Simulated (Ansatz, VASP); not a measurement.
One calculation of C, two programs

The input INCAR:

```
SYSTEM = C
ALGO = Normal ; EDIFF = 1E-6
ENCUT = 520 ; GGA = PS
ISIF = 2 ; ISMEAR = -1
LASPH = .TRUE. ; LCHARG = .TRUE.
LELF = .TRUE. ; LREAL = .FALSE.
LVHAR = .TRUE. ; LWAVE = .FALSE.
NBANDS = 16 ; NELM = 100
PREC = Accurate ; SIGMA = 0.1
```

KPOINTS

```
k-points
0
G
  23 23 3
  0 0 0
```

POSCAR

```
C
1.0
    1.7315968889      0.0000000000      0.0000000000
   -0.8657984444      1.4996068949      0.0000000000
    0.0000000000      0.0000000000     13.6935051106
C
4
Direct
    0.0000000000      1.0000000000      1.0000000000
    0.0000000000      1.0000000000      0.5000000000
    0.3333333333      0.6666666667      0.2500000000
    0.6666666667      0.3333333333      0.7500000000
```

Input for Ansatz:

```yaml
crystal:
  lattice:
    - [1.7315968889, 0.0, 0.0]
    - [-0.8657984444, 1.4996068949, 0.0]
    - [0.0, 0.0, 13.6935051106]
  atoms:
    - { symbol: C, position: [0.0, 1.0, 1.0] }
    - { symbol: C, position: [0.0, 1.0, 0.5] }
    - { symbol: C, position: [0.3333333333, 0.6666666667, 0.25] }
    - { symbol: C, position: [0.6666666667, 0.3333333333, 0.75] }
hamiltonian:
  xc: pbesol
  pseudopotentials:
    kind: paw
    azcp:
      C: "pseudopotentials/C.paw.azcp"
basis:
  ecutwfc: 420
  fft_grid_basis: typed
kpoints:
  mp_grid: { grid: [23, 23, 3], shift: [0, 0, 0] }
magnetization:
  spin_polarized: false
scf:
  occupations: { method: fermi_dirac, width: 0.1 }
  lower_state_search: "off"
output:
  stress: true
```

Alike in both runs: task single point; functional PBEsol; k mesh 23 × 23 × 3; occupations fermi-dirac, width 0.1 eV; no spin polarisation.

|  | VASP | Ansatz |
| --- | --- | --- |
| version | VASP 6.6.1 | Ansatz 0.2.0 |
| potentials or method | VASP PAW PBE potentials, release 64 (C), cutoff 520 eV | plane waves (420 eV) with PAW, scalar-relativistic |
| valence electrons in the cell | 16 | 16 |

|  | VASP | Ansatz | Ansatz less VASP |
| --- | --- | --- | --- |
| pressure (GPa) | -6.2 | -6.2 | +0.03 |
| traceless stress, the component that is largest in VASP (GPa) | 4.80 | 4.83 | +0.034 |

VASP's potentials were made for PBE, not for PBEsol, and Ansatz warns of the same on its side.
